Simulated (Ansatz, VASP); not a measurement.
# One calculation of Ti4O5, two programs

```
Ti O
1.0
    -3.30617    3.30617    2.07529
     3.30617   -3.30617    2.07529
     3.30617    3.30617   -2.07529
Ti O
4 5
Cartesian
  1.4319 4.0249 0.0000
  2.5874 1.4319 0.0000
  0.7187 1.8743 2.0753
  1.8743 -0.7187 2.0753
  -1.2514 2.7036 2.0753
  0.6026 2.0548 0.0000
  2.7036 1.2514 2.0753
  4.5576 0.6026 0.0000
  0.0000 0.0000 2.0753
```

Alike in both runs: task single point; functional PBEsol; k mesh 6 × 6 × 6; occupations gaussian, width 0.1 eV; collinear spin.

|  | VASP | Ansatz |
| --- | --- | --- |
| version | VASP 6.6.1 | Ansatz 0.2.0 |
| potentials or method | VASP PAW PBE potentials, release 64 (Ti_sv, O), cutoff 520 eV | scalar-relativistic, plane waves, PAW |
| valence electrons in the cell | 78 | 78 |

Ansatz gave:

* gap on the k mesh at the Fermi level (eV): none
* pressure (GPa): -5.9
* traceless stress, the component that is largest in VASP (GPa): -0.14
* rms of the force components (eV/Å): 0.047
* net moment per atom (μB): 0.00

Question: Which values does VASP return?

Answer: gap on the k mesh at the Fermi level (eV): none; pressure (GPa): -5.2; traceless stress, the component that is largest in VASP (GPa): -0.18; rms of the force components (eV/Å): 0.045; net moment per atom (μB): 0.00.

VASP's potentials were made for PBE, not for PBEsol. Atom by atom the forces differ by 0.008 eV/Å (rms over components). A gap of «none» marks a metal or a gap that the smearing closes. Ansatz's warnings: seeded moment not kept.
